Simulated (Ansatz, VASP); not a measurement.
## In4Ru in VASP and in Ansatz

```
In Ru
1.0
     4.78869    0.00000    0.00000
    -2.39435    4.14713    0.00000
     0.00000    0.00000    6.04284
In Ru
4 1
Cartesian
  0.0000 2.7648 4.5611
  2.3943 1.3824 4.5611
  2.3943 1.3824 1.4817
  0.0000 2.7648 1.4817
  0.0000 0.0000 0.0000
```

Alike in both runs: functional PBE; k mesh 4 × 4 × 3; occupations gaussian, width 0.2 eV; no spin polarisation.

Ansatz relaxed the structure, and its values are those at the end. VASP's run is a single point on that final structure, the one shown.

|  | VASP | Ansatz |
| --- | --- | --- |
| version | VASP 6.6.1 | Ansatz 0.2.0 |
| potentials or method | VASP PAW PBE potentials, release 64 (In_d, Ru_pv), cutoff 520 eV | scalar-relativistic, plane waves, PAW |
| valence electrons in the cell | 66 | 68 |

|  | VASP | Ansatz | Ansatz less VASP |
| --- | --- | --- | --- |
| gap on the k mesh at the Fermi level (eV) | none | none | - |
| pressure (GPa) | 0.3 | 0.3 | 0.00 |
| rms of the force components (eV/Å) | 0.015 | 0.013 | -0.0014 |

A gap of «none» marks a metal or a gap that the smearing closes. VASP's potentials hold 66 valence electrons a cell and Ansatz's 68, so a difference there can come from the potentials and not from the codes.

The k mesh is coarse, so the values compare programs but aren't converged.
